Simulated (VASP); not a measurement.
A run of VASP 6.6.1 is set up as follows.

Contents of INCAR:

```
SYSTEM = Sc3H2
PREC = Accurate
ENCUT = 520
EDIFF = 1E-7
ISMEAR = 0
SIGMA = 0.1
LREAL = .False.
LASPH = .True.
NELM = 60
ALGO = Normal
ISIF = 2
LWAVE = .False.
LCHARG = .False.
GGA = PE
NBANDS = 26
```

The input KPOINTS:

```
regular mesh
0
Gamma
  8 8 10
  0 0 0
```

POSCAR

```
Sc3H2
1.0
    4.4346304543     -2.5504070369      0.0024060314
    4.4346304543      2.5504070369      0.0024060314
   -0.0017500088      0.0000000000      3.2254949575
Sc H
3 2
Direct
    0.3354698378      0.3354698378      1.0000000000
    0.0000000000      0.0000000000      0.5000000000
    0.6645301622      0.6645301622      0.0000000000
    0.0000000000      0.5000000000      0.5000000000
    0.5000000000      0.0000000000      0.5000000000
```

Potentials or basis: VASP PAW PBE potentials, release 64 (Sc_sv, H).

Command:

```bash
$ cat potpaw_PBE.64/Sc_sv/POTCAR potpaw_PBE.64/H/POTCAR > POTCAR
$ mpirun -np 1 vasp_std > vasp.out
```

Q: Predict the band gap on the k mesh.

A: Zero (an odd number of electrons rules out a gap without spin polarisation).

Q: Predict the pressure.

A: 0.1 GPa.

Q: What does it give for the largest force?

A: 0.008 eV/Å.

Forces in eV/Å, atoms in the order of the input:
```
Sc   0.008  0.000  0.000
Sc   0.000  0.000  0.000
Sc  -0.008  0.000  0.000
H    0.000  0.000  0.000
H    0.000  0.000  0.000
```
